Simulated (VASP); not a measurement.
Crystal: InP.

```xyz
2
Lattice="0.0000 2.7688 2.7688 2.7688 0.0000 2.7688 2.7688 2.7688 0.0000" Properties=species:S:1:pos:R:3 pbc="T T T"
In    0.0000    0.0000    0.0000
P     2.7688    2.7688    2.7688
```

* Program: VASP 6.6.1
* Task: relaxation of cell and atoms
* Functional: RPBE
* Dispersion: D3(BJ)
* Potentials or basis: VASP PAW PBE potentials, release 64 (In_d, P)
* Cutoff: 600 eV
* k mesh: 8 × 8 × 8
* Occupations: fermi-dirac, width 0.05 eV
* Spin: no spin polarisation

At the start: pressure -16.2 GPa; volume 21.23 Å³/atom.

Question: How do energy, volume and symmetry change on relaxing?

Answer: Over 4 steps the energy falls by 229.0 meV/atom and the volume is 17.44 Å³/atom (-17.8 %); space group Fm-3m (No. 225, to 0.05 Å).

Step by step:
| step | energy change (eV) | largest force (eV/Å) | pressure (GPa) | volume (Å³) |
| --- | --- | --- | --- | --- |
| 1 | 0.0000 | 0.0000 | -16.17 | 42.45 |
| 2 | -0.1828 | 0.0000 | 23.14 | 30.60 |
| 3 | -0.4579 | 0.0000 | -0.39 | 35.03 |
| 4 | -0.4580 | 0.0000 | 0.09 | 34.89 |

Final structure:
```
CELL_PARAMETERS angstrom
0.00000 2.59345 2.59345
2.59345 0.00000 2.59345
2.59345 2.59345 0.00000
ATOMIC_POSITIONS crystal
In 0.00000 0.00000 0.00000
P 0.50000 0.50000 0.50000
```

Caveat: the volume moved by over 15 % at a fixed basis, so the end points are rough; the PAW data sets were made with another functional, which shifts forces and pressure a little; pairwise dispersion overbinds metals, which lowers pressure and volume.
